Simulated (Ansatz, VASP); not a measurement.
## One calculation of PbO2, two programs

```
Pb O
1.0
     0.00000    2.70199    2.75603
     2.70199    0.00000    2.75603
     2.70199    2.70199    0.00000
Pb O
1 2
Direct
  0.00000 0.00000 0.00000
  0.75000 0.75000 0.75000
  0.25000 0.25000 0.25000
```

Change from the starting cell: strain_z = 0.02.

Alike in both runs: functional PBEsol; k mesh 9 × 9 × 9; occupations fermi-dirac, width 0.05 eV; no spin polarisation.

|  | VASP | Ansatz |
| --- | --- | --- |
| version | VASP 6.6.1 | Ansatz 0.2.0 |
| potentials or method | VASP PAW PBE potentials, release 64 (Pb_d, O), cutoff 520 eV | all-electron LAPW, scalar-relativistic |
| task | single point | band structure |

```tsv
	VASP	Ansatz	Ansatz less VASP
gap on the k mesh at the Fermi level (eV)	none	none	-
pressure (GPa)	-7.9	-8.0	-0.16
traceless stress, the component that is largest in VASP (GPa)	-3.05	-3.06	-0.005
```

VASP's potentials were made for PBE, not for PBEsol. A gap of «none» marks a metal or a gap that the smearing closes. Ansatz ran all-electron here, and VASP with PAW potentials.

Neither program's run includes spin-orbit coupling.
